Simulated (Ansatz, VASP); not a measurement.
## PbO in VASP and in Ansatz

```
Pb O
1.0
     4.03424    0.00000    0.00000
     0.00000    4.03424    0.00000
     0.00000    0.00000    4.99305
Pb O
2 2
Direct
  0.50000 0.00000 0.23777
  0.00000 0.50000 0.76223
  0.00000 0.00000 0.00000
  0.50000 0.50000 0.00000
```

Alike in both runs: functional PBE; dispersion D3(BJ); k mesh 8 × 8 × 6; occupations gaussian, width 0.02 eV; no spin polarisation.

Ansatz relaxed the structure, and its values are those at the end. VASP's run is a single point on that final structure, the one shown.

|  | VASP | Ansatz |
| --- | --- | --- |
| version | VASP 6.6.1 | Ansatz 0.2.0 |
| potentials or method | VASP PAW PBE potentials, release 64 (Pb_d, O), cutoff 520 eV | scalar-relativistic, plane waves, PAW |
| valence electrons in the cell | 40 | 40 |

VASP gave:

```
gap on the k mesh at the Fermi level (eV) : 1.27
least direct gap on the mesh (eV)         : 2.18
pressure (GPa)                            : 0.1
rms of the force components (eV/Å)        : 0.016
```

Q: What did Ansatz give for the same quantities?

A: gap on the k mesh at the Fermi level (eV): 1.27; least direct gap on the mesh (eV): 2.18; pressure (GPa): 0.0; rms of the force components (eV/Å): 0.000.

Ansatz's warnings: relaxed geometry near dispersion switch.

Neither program's run includes spin-orbit coupling.
